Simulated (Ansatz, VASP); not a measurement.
## KZnF3 in VASP and in Ansatz

```
CELL_PARAMETERS angstrom
3.80604 0.00000 0.00000
0.00000 3.80604 0.00000
0.00000 0.00000 3.80604
ATOMIC_POSITIONS crystal
K 0.00000 0.00000 0.00000
Zn 0.50000 0.50000 0.50000
F 0.00000 0.50000 0.50000
F 0.50000 0.00000 0.50000
F 0.50000 0.50000 0.00000
```

Alike in both runs: task single point; functional PBE; k mesh 6 × 6 × 6; occupations gaussian, width 0.02 eV; no spin polarisation.

```csv
,VASP,Ansatz
version,VASP 6.6.1,Ansatz 0.2.0
potentials or method,"VASP PAW PBE potentials, release 64 (K_sv, Zn, F), cutoff 520 eV","scalar-relativistic, plane waves, PAW"
valence electrons in the cell,42,42
```

```tsv
	VASP	Ansatz	Ansatz less VASP
gap on the k mesh at the Fermi level (eV)	4.31	4.41	+0.095
least direct gap on the mesh (eV)	7.38	7.43	+0.054
```
